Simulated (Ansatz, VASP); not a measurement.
## AlN in VASP and in Ansatz

```
Al N
1.0
     0.00000    2.11191    1.92880
     2.11191    0.00000    1.92880
     2.11191    2.11191    0.00000
Al N
1 1
Direct
  0.50000 0.50000 0.50000
  0.00000 0.00000 0.00000
```

Alike in both runs: task single point; functional PBE; k mesh 10 × 10 × 10; occupations gaussian, width 0.02 eV; no spin polarisation.

|  | VASP | Ansatz |
| --- | --- | --- |
| version | VASP 6.6.1 | Ansatz 0.2.0 |
| potentials or method | VASP PAW PBE potentials, release 64 (Al, N), cutoff 520 eV | scalar-relativistic, plane waves, PAW |
| valence electrons in the cell | 8 | 8 |

```csv
,VASP,Ansatz,Ansatz less VASP
gap on the k mesh at the Fermi level (eV),3.66,3.69,+0.024
least direct gap on the mesh (eV),4.78,4.77,-0.011
pressure (GPa),-1.3,-1.1,+0.25
"traceless stress, the component that is largest in VASP (GPa)",16.32,16.36,+0.045
```

The functional is the same, so the differences come from potentials, cutoffs and numerics.
